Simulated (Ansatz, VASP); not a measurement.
CsPbI2Br in VASP and in Ansatz

Contents of INCAR:

```
PREC = Accurate ; ENCUT = 520
EDIFF = 1E-7 ; ISMEAR = 0
SIGMA = 0.05 ; LREAL = F
LASPH = T ; NELM = 100
ALGO = Normal ; ISIF = 2
LWAVE = F ; LCHARG = T
GGA = PE ; LELF = T
LVHAR = T ; NBANDS = 30
```

KPOINTS

```
Automatic mesh
0
Gamma
  4 4 6
```

POSCAR

```
CsPbI2Br
1.0
    6.3752960000      0.0000000000      0.0000000000
    0.0000000000      6.3752960000      0.0000000000
    0.0000000000      0.0000000000      5.9622200000
Cs Pb I Br
1 1 2 1
Direct
    0.5000000000      0.5000000000      0.5000000000
    0.0000000000      0.0000000000      0.0000000000
    0.0000000000      0.5000000000     -0.0419306902
    0.5000000000      0.0000000000     -0.0419306902
    0.0000000000      0.0000000000      0.5000000000
```

Input for Ansatz:

```yaml
crystal:
  lattice:
    - [6.375296, 0.0, 0.0]
    - [0.0, 6.375296, 0.0]
    - [0.0, 0.0, 5.96222]
  atoms:
    - { symbol: Cs, position: [0.5, 0.5, 0.5] }
    - { symbol: Pb, position: [0.0, 0.0, 0.0] }
    - { symbol: I, position: [0.0, 0.5, -0.0419306902] }
    - { symbol: I, position: [0.5, 0.0, -0.0419306902] }
    - { symbol: Br, position: [0.0, 0.0, 0.5] }
basis:
  ecutwfc: 420
kpoints:
  mp_grid: { grid: [4, 4, 6] }
hamiltonian:
  xc: pbe
scf:
  occupations: { method: gaussian, width: 0.05 }
output:
  forces: true
  stress: true
  eigenvalues: true
```

Change from the starting cell: all I atoms moved -0.250 Å, as atom 3 along Cartesian [0 0 1].

Alike in both runs: task single point; functional PBE; k mesh 4 × 4 × 6; occupations gaussian, width 0.05 eV; no spin polarisation.

```csv
,VASP,Ansatz
version,VASP 6.6.1,Ansatz 0.2.0
potentials or method,"VASP PAW PBE potentials, release 64 (Cs_sv, Pb_d, I, Br), cutoff 520 eV","scalar-relativistic, plane waves, PAW"
valence electrons in the cell,44,64
```

```tsv
	VASP	Ansatz	Ansatz less VASP
gap on the k mesh at the Fermi level (eV)	1.64	1.64	-0.001
least direct gap on the mesh (eV)	1.64	1.64	-0.001
pressure (GPa)	0.3	0.3	+0.01
rms of the force components (eV/Å)	0.036	0.035	-0.0004
```

Atom by atom the forces differ by 0.001 eV/Å (rms over components). VASP's potentials hold 44 valence electrons a cell and Ansatz's 64, so a difference there can come from the potentials and not from the codes.

Neither program's run includes spin-orbit coupling.
